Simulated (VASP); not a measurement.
Input of a VASP 6.6.1 run:

Contents of INCAR:

```
  PREC = Accurate
  ENCUT = 520
  EDIFF = 1E-7
  ISMEAR = -1
  SIGMA = 0.05
  LREAL = False
  LASPH = True
  NELM = 60
  ALGO = Normal
  ISIF = 2
  LWAVE = False
  LCHARG = False
  GGA = PE
  NBANDS = 11
```

The input KPOINTS:

```
Automatic mesh
0
Gamma
  10 10 10
```

Contents of POSCAR:

```
Hf
1.0
   -1.7928855410      1.7928855410      1.7928855410
    1.7928855410     -1.7928855410      1.7928855410
    1.7928855410      1.7928855410     -1.7928855410
Hf
1
Direct
    0.0000000000      0.0000000000      0.0000000000
```

Potentials or basis: VASP PAW PBE potentials, release 64 (Hf_pv).

Run with:

```sh
$ cat potpaw_PBE.64/Hf_pv/POTCAR > POTCAR
$ mpirun -np 1 vasp_std > vasp.out
```

Q: Predict the pressure.

A: -3.5 GPa.

Q: What does it give for the band gap on the k mesh?

A: Zero (band 5 reaches 5.88 eV, above the bottom of band 6 at 3.65 eV).

Caveat: spin-orbit coupling is left out, which moves the levels of the heavy elements.
